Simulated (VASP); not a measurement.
KCl, 2 atoms in the cell. The structure is cubic, space group Fm-3m (No. 225). Conventional cell: a = 6.344 Å, b = 6.344 Å, c = 6.344 Å, α = 90.00°, β = 90.00°, γ = 90.00°. K (site symmetry m-3m) has 6 Cl at 3.17 Å within 4.2 Å. Within 4.2 Å of Cl (site symmetry m-3m) lie 6 K at 3.17 Å. 

```yaml
Program: VASP 6.6.1
Task: single point
Functional: HSE06
Potentials_or_basis: VASP PAW PBE potentials, release 64 (K_sv, Cl)
Cutoff: 520 eV
k_mesh: 4 × 4 × 4
Occupations: fermi-dirac, width 0.02 eV
Spin: no spin polarisation
Dipole_correction: no
Grid_for_exact_exchange_PRECFOCK: Normal
Further_INCAR_settings: ALGO = Normal; EDIFF = 1e-06; NBANDS = 15
Share_of_exact_exchange: 0.25
Screening_parameter: 0.2079 1/Å
```

Potentials or basis: VASP PAW PBE potentials, release 64 (K_sv, Cl).

Run with:

```console
$ cat potpaw_PBE.64/K_sv/POTCAR potpaw_PBE.64/Cl/POTCAR > POTCAR
$ cp INCAR.step1 INCAR
$ mpirun -np 1 vasp_std > vasp.out
$ cp INCAR.step2 INCAR
$ mpirun -np 1 vasp_std > vasp.out
```

Hardware: 1 thread of AMD EPYC 7R13 (shared host).

Problem. How long does it take, and how much memory?

Solution. Wall time 16 min on 1 thread of AMD EPYC 7R13, with other jobs on the host, peak memory 0.29 GiB. Counts: k points 8.
